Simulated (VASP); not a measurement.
Here is a VASP 6.6.1 calculation.

The input POSCAR:

```
Te4H3
1.0
    4.8763240000      2.8153430000      3.7283400000
   -4.8763240000      2.8153430000      3.7283400000
    0.0000000000     -5.6306950000      3.7283400000
H Te
6 8
Direct
    0.9552100000      0.2599100000      0.0815200000
    0.0815200000      0.9552100000      0.2599100000
    0.2599100000      0.0815200000      0.9552100000
    0.0447900000      0.7400900000      0.9184800000
    0.9184800000      0.0447900000      0.7400900000
    0.7400900000      0.9184800000      0.0447900000
    0.2911200000      0.2911200000      0.2911200000
    0.7088800000      0.7088800000      0.7088800000
    0.8774200000      0.6185600000      0.2449900000
    0.2449900000      0.8774200000      0.6185600000
    0.6185600000      0.2449900000      0.8774200000
    0.1225800000      0.3814400000      0.7550100000
    0.7550100000      0.1225800000      0.3814400000
    0.3814400000      0.7550100000      0.1225800000
```

Contents of INCAR.step1:

```
SYSTEM = Te4H3
PREC = Accurate ; ENCUT = 520
ISMEAR = 1 ; SIGMA = 0.1296
LREAL = .FALSE. ; LASPH = .TRUE.
NELM = 80 ; NBANDS = 40
GGA = PE ; ALGO = Normal
EDIFF = 1E-4 ; LWAVE = .TRUE.
LCHARG = .FALSE.
```

The input INCAR.step2:

```
SYSTEM = Te4H3
PREC = Accurate ; ENCUT = 520
EDIFF = 1E-6 ; ISMEAR = 1
SIGMA = 0.1296 ; LREAL = .FALSE.
LASPH = .TRUE. ; NELM = 80
ALGO = Normal ; ISIF = 2
LWAVE = .FALSE. ; LCHARG = .FALSE.
METAGGA = R2SCAN ; LMIXTAU = .TRUE.
NBANDS = 40 ; ISTART = 1
```

File KPOINTS:

```
Automatic mesh
0
G
  5 5 5
  0 0 0
```

Potentials or basis: VASP PAW PBE potentials, release 64 (H, Te).

Run with:

```console
$ cat potpaw_PBE.64/H/POTCAR potpaw_PBE.64/Te/POTCAR > POTCAR
$ cp INCAR.step1 INCAR
$ mpirun -np 1 vasp_std > vasp.out
$ cp INCAR.step2 INCAR
$ mpirun -np 1 vasp_std > vasp.out
```

(1) Estimate the pressure.

(2) Estimate the band gap on the k mesh.

(3) Predict the largest force.

## Answers

(1) -7.8 GPa.

(2) zero (bands 27 and 28 overlap by 1.00 eV).

(3) 0.518 eV/Å.

Caveat: the cell stands under tension; the PAW data sets were made with another functional, which shifts forces and pressure a little; spin-orbit coupling is left out, which moves the levels of the heavy elements.
